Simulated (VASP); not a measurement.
# La2O3 (R-3c) in VASP: a series of runs, part 2 of 2

VASP 6.6.1.

## 3. Single point, PBE

File INCAR:

```
ALGO = Normal
EDIFF = 1E-6
ENCUT = 520
GGA = PE
ISIF = 2
ISMEAR = -1
LASPH = T
LCHARG = F
LREAL = F
LWAVE = F
NBANDS = 51
NELM = 60
PREC = Accurate
SIGMA = 0.02
```

File KPOINTS:

```
k-points
0
Gamma
  6 6 6
```

File POSCAR:

```
La2O3
1.0
    3.1252702203      1.8043756030      5.2094948147
   -3.1252702203      1.8043756030      5.2094948147
    0.0000000000     -3.6087512060      5.2094948147
La O
4 6
Direct
    0.8625870744      0.8625870744      0.8625870744
    0.3625870744      0.3625870744      0.3625870744
    0.1374129256      0.1374129256      0.1374129256
    0.6374129256      0.6374129256      0.6374129256
    0.4643660243      0.0356339757      0.7500000000
    0.0356339757      0.7500000000      0.4643660243
    0.5356339757      0.9643660243      0.2500000000
    0.2500000000      0.5356339757      0.9643660243
    0.9643660243      0.2500000000      0.5356339757
    0.7500000000      0.4643660243      0.0356339757
```

Potentials or basis: VASP PAW PBE potentials, release 64 (La, O).

On the command line:

```console
> cat potpaw_PBE.64/La/POTCAR potpaw_PBE.64/O/POTCAR > POTCAR
> mpirun -np 1 vasp_std > vasp.out
```

OUTCAR:

```text
EDIFF = 1E-6
   ENCUT = 520
   GGA = PE
   ISIF = 2
   ISMEAR = -1
   LASPH = T
   LREAL = F
   NELM = 60
   PREC = Accurate

 ion  position               nearest neighbor table
   1  0.863  0.863  0.863-   8 2.40   7 2.40   9 2.40   5 2.51   6 2.51  10 2.51   4 3.52
   2  0.363  0.363  0.363-   6 2.40   5 2.40  10 2.40   7 2.51   9 2.51   8 2.51   3 3.52
   3  0.137  0.137  0.137-  10 2.40   5 2.40   6 2.40   7 2.51   9 2.51   8 2.51   2 3.52
   4  0.637  0.637  0.637-   9 2.40   7 2.40   8 2.40   5 2.51   6 2.51  10 2.51   1 3.52
   5  0.464  0.036  0.750-   2 2.40   3 2.40   1 2.51   4 2.51
   6  0.036  0.750  0.464-   2 2.40   3 2.40   1 2.51   4 2.51
   7  0.536  0.964  0.250-   1 2.40   4 2.40   3 2.51   2 2.51
   8  0.250  0.536  0.964-   1 2.40   4 2.40   3 2.51   2 2.51
   9  0.964  0.250  0.536-   4 2.40   1 2.40   3 2.51   2 2.51
  10  0.750  0.464  0.036-   3 2.40   2 2.40   1 2.51   4 2.51

  LATTYP: Found a trigonal (rhomboedric) cell.
 ALAT       =     6.3373434096
 COS(alpha) =     0.5136032547

  Lattice vectors:

 A1 = (   3.1252702203,   1.8043756030,   5.2094948147)
 A2 = (  -3.1252702203,   1.8043756030,   5.2094948147)
 A3 = (   0.0000000000,  -3.6087512060,   5.2094948147)

Analysis of symmetry for initial positions (statically):
=====================================================================
 Subroutine PRICEL returns:
 Original cell was already a primitive cell.

 Routine SETGRP: Setting up the symmetry group for a
 trigonal (rhombohedral) supercell.

 Subroutine GETGRP returns: Found 12 space group operations
 (whereof  6 operations were pure point group operations)
 out of a pool of 12 trial point group operations.

The static configuration has the point symmetry S_6 .
 The point group associated with its full space group is D_3d.

Analysis of symmetry for dynamics (positions and initial velocities):
=====================================================================
 Subroutine PRICEL returns:
 Original cell was already a primitive cell.

 Routine SETGRP: Setting up the symmetry group for a
 trigonal (rhombohedral) supercell.

 Subroutine GETGRP returns: Found 12 space group operations
 (whereof  6 operations were pure point group operations)
 out of a pool of 12 trial point group operations.

The dynamic configuration has the point symmetry S_6 .
 The point group associated with its full space group is D_3d.

 Subroutine INISYM returns: Found 12 space group operations
 (whereof  6 operations are pure point group operations),
 and found     1 'primitive' translations

----------------------------------------------------------------------------------------

                                     Primitive cell

  volume of cell :     176.2631

  direct lattice vectors                    reciprocal lattice vectors
     3.125270220  1.804375603  5.209494815     0.159986166  0.092368056  0.063985731
    -3.125270220  1.804375603  5.209494815    -0.159986166  0.092368056  0.063985731
     0.000000000 -3.608751206  5.209494815     0.000000000 -0.184736112  0.063985731

  length of vectors
     6.337343410  6.337343410  6.337343410     0.195503465  0.195503465  0.195503465

  position of ions in fractional coordinates (direct lattice)
     0.862587074  0.862587074  0.862587074
[... 75 lines left out ...]
 [... further k-points ...]
   k-points           NKPTS =     32   k-points in BZ     NKDIM =     32   number of bands    NBANDS=     51
   number of dos      NEDOS =    301   number of ions     NIONS =     10
   total plane-waves  NPLWV = 110592
   dimension x,y,z NGX =    48 NGY =   48 NGZ =   48
   dimension x,y,z NGXF=    96 NGYF=   96 NGZF=   96
   ions per type =               4   6
   NGX,Y,Z   is equivalent  to a cutoff of  12.59, 12.59, 12.59 a.u.
   NGXF,Y,Z  is equivalent  to a cutoff of  25.18, 25.18, 25.18 a.u.
 SYSTEM =  unknown system
   PREC   = accura    normal or accurate (medium, high low for compatibility)
   ISTART =      0    job   : 0-new  1-cont  2-samecut
   ICHARG =      2    charge: 1-file 2-atom 10-const
   ISPIN  =      1    spin polarized calculation?
   LNONCOLLINEAR =      F non collinear calculations
   LSORBIT =      F    spin-orbit coupling
   LASPH  =      T    aspherical Exc in radial PAW
   ENCUT  =  520.0 eV  38.22 Ry    6.18 a.u.  11.78 11.78 11.78*2*pi/ulx,y,z
   NELM   =     60;   NELMIN=  2; NELMDL= -5     # of ELM steps
   EDIFF  = 0.1E-05   stopping-criterion for ELM
   LREAL  =      F    real-space projection
   EDIFFG = 0.1E-04   stopping-criterion for IOM
   NSW    =      0    number of steps for IOM
   IBRION =     -1    ionic relax: 0-MD 1-quasi-New 2-CG
   NFREE  =      0    steps in history (QN), initial steepest desc. (CG)
   ISIF   =      2    stress and relaxation
   ISYM   =      2    0-nonsym 1-usesym 2-fastsym
   POTIM  = 0.5000    time-step for ionic-motion
   TEBEG  =    0.0;   TEEND  =   0.0 temperature during run
   PSTRESS=    0.0 pullay stress
   NELECT =      80.0000    total number of electrons
   NUPDOWN=      -1.0000    fix difference up-down
   EMIN   =  10.00;   EMAX   =-10.00  energy-range for DOS
   EFERMI =   0.00;   METHOD = LEGACY
   ISMEAR =    -1;   SIGMA  =   0.02  broadening in eV -4-tet -1-fermi 0-gaus
   EFERMI_NEDOS =   21; number of points for ismear=-14 and -15
   IALGO  =     38    algorithm
   IMIX   =      4    mixing-type and parameters
     AMIX     =   0.40;   BMIX     =  1.00
     AMIX_MAG =   1.60;   BMIX_MAG =  1.00
  volume/ion in A,a.u.               =      17.63       118.95
  Fermi-wavevector in a.u.,A,eV,Ry     =   1.258107  2.377478 21.535765  1.582834
  Thomas-Fermi vector in A             =   2.391733
   LORBIT       =      0    0 simple, 1 ext, 2 COOP (PROOUT), +10 PAW based schemes
   GGA     = PE    functional components
   LHFCALC =     F    Hartree Fock is set to
   AEXX    =    0.0000 exact exchange contribution
   IVDW    =     0    specifies the selected vdW correction
   LEPSILON=     F    determine dielectric tensor
   LRPA    =     F    only Hartree local field effects (RPA)
 non-spin polarized calculation
  energy-cutoff  :      520.00
  volume of cell :      176.26
 maximum number of plane-waves:      4770
   NGX = 23   NGY = 23   NGZ = 23

 number of electron      80.0000009 magnetization

 Free energy of the ion-electron system (eV)
  ---------------------------------------------------
  ext. energy  EPLUGINS =         0.00000000
  ---------------------------------------------------
  free energy    TOTEN  =       -83.32779784 eV

  energy without entropy =      -83.32779784  energy(sigma->0) =      -83.32779784

 E-fermi :   5.6716     XC(G=0): -10.0151

 val. band max:        5.2356217647   @ k =  -0.3333  -0.3333   0.1667
 cond. band min:       9.0261036086   @ k =   0.0000   0.0000   0.0000
 fundamental gap:      3.7904818439
 Fermi energy:         5.6715923314

 k-point     1 :       0.0000    0.0000    0.0000
  band No.  band energies     occupation
      1     -24.6279      2.00000
      2     -24.4097      2.00000
      3     -24.4085      2.00000
      4     -24.3070      2.00000
      5     -11.7104      2.00000
      6     -11.7104      2.00000
[... 1285 lines left out ...]
     50      10.4017      0.00000
     51      10.4769      0.00000

 [... further k-points ...]

------------------------ aborting loop because EDIFF is reached ----------------------------------------

  FORCE on cell =-STRESS in cart. coord.  units (eV):
  Direction    XX          YY          ZZ          XY          YZ          ZX
  --------------------------------------------------------------------------------------
  -------------------------------------------------------------------------------------
  Total        0.8479059      0.8479059      1.0824424      0.0000000      0.0000000      0.0000000
  in kB        7.7072041      7.7072041      9.8390690      0.0000000      0.0000000      0.0000000
  external PRESSURE =       8.4178257 kB  Pullay stress =       0.0000000 kB

 VOLUME and BASIS-vectors are now :
 -----------------------------------------------------------------------------
  energy-cutoff  :      520.00
  volume of cell :      176.26
      direct lattice vectors                 reciprocal lattice vectors
     3.125270220  1.804375603  5.209494815     0.159986166  0.092368056  0.063985731
    -3.125270220  1.804375603  5.209494815    -0.159986166  0.092368056  0.063985731
     0.000000000 -3.608751206  5.209494815     0.000000000 -0.184736112  0.063985731

 POSITION                                       TOTAL-FORCE (eV/Angst)
 -----------------------------------------------------------------------------------
      0.00000      0.00000     13.48093         0.000000     -0.000000     -0.026219
      0.00000      0.00000      5.66669         0.000000      0.000000     -0.026219
      0.00000      0.00000      2.14756         0.000000      0.000000      0.026219
      0.00000      0.00000      9.96180         0.000000      0.000000      0.026219
      1.33990     -1.80438      6.51187        -0.020387      0.000000     -0.000000
     -2.23259     -0.25820      6.51187         0.010194      0.017656     -0.000000
     -1.33990      1.80438      9.11662         0.020387      0.000000     -0.000000
     -0.89268     -2.06258      9.11662        -0.010194      0.017656     -0.000000
      2.23259      0.25820      9.11662        -0.010194     -0.017656     -0.000000
      0.89268      2.06258      6.51187         0.010194     -0.017656     -0.000000
 -----------------------------------------------------------------------------------
    total drift:                                0.000000     -0.000000      0.000000

  FREE ENERGIE OF THE ION-ELECTRON SYSTEM (eV)
  ---------------------------------------------------
  free  energy   TOTEN  =       -83.3277978440 eV

  energy  without entropy=      -83.3277978440  energy(sigma->0) =      -83.32779784
```

Wall time 6.1 min (1 thread of Intel Xeon Platinum 8488C (Sapphire Rapids), shared host); peak memory 0.46 GiB.

What came out:

```
Free energy            : -83.3278 eV
Pressure               : 0.8 GPa
Largest force          : 0.026 eV/Å
Band gap on the k mesh : 3.79 eV (least direct gap 4.09 eV)
```

Forces on the atoms (eV/Å):
```
La   0.000  0.000 -0.026
La   0.000  0.000 -0.026
La   0.000  0.000  0.026
La   0.000  0.000  0.026
O   -0.020  0.000  0.000
O    0.010  0.018  0.000
O    0.020  0.000  0.000
O   -0.010  0.018  0.000
O   -0.010 -0.018  0.000
O    0.010 -0.018  0.000
```

Caveat: spin-orbit coupling is left out, which moves the levels of the heavy elements.
